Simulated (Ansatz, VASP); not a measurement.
# AgO: VASP beside Ansatz

```
Ag O
1.0
     0.00000    2.52840    2.46820
     2.52840    0.00000    2.46820
     2.52840    2.52840    0.00000
Ag O
1 1
Cartesian
  0.0000 0.0000 0.0000
  3.7926 3.7926 3.7023
```

Change from the starting cell: strain +0.050 along x and y, +0.025 along z, atoms carried along.

Alike in both runs: task single point; functional PBEsol; k mesh 18 × 18 × 18; occupations gaussian, width 0.15 eV; no spin polarisation.

|  | VASP | Ansatz |
| --- | --- | --- |
| version | VASP 6.6.1 | Ansatz 0.2.0 |
| potentials or method | VASP PAW PBE potentials, release 64 (Ag, O), cutoff 520 eV | scalar-relativistic, plane waves, PAW |
| valence electrons in the cell | 17 | 25 |

|  | VASP | Ansatz | Ansatz less VASP |
| --- | --- | --- | --- |
| gap on the k mesh at the Fermi level (eV) | none | none | - |
| pressure (GPa) | -4.1 | -3.9 | +0.15 |

VASP's potentials were made for PBE, not for PBEsol. A gap of «none» marks a metal or a gap that the smearing closes. With one functional, cell and mesh, what is left measures potentials, basis and numerics. VASP's potentials hold 17 valence electrons a cell and Ansatz's 25, so a difference there can come from the potentials and not from the codes.
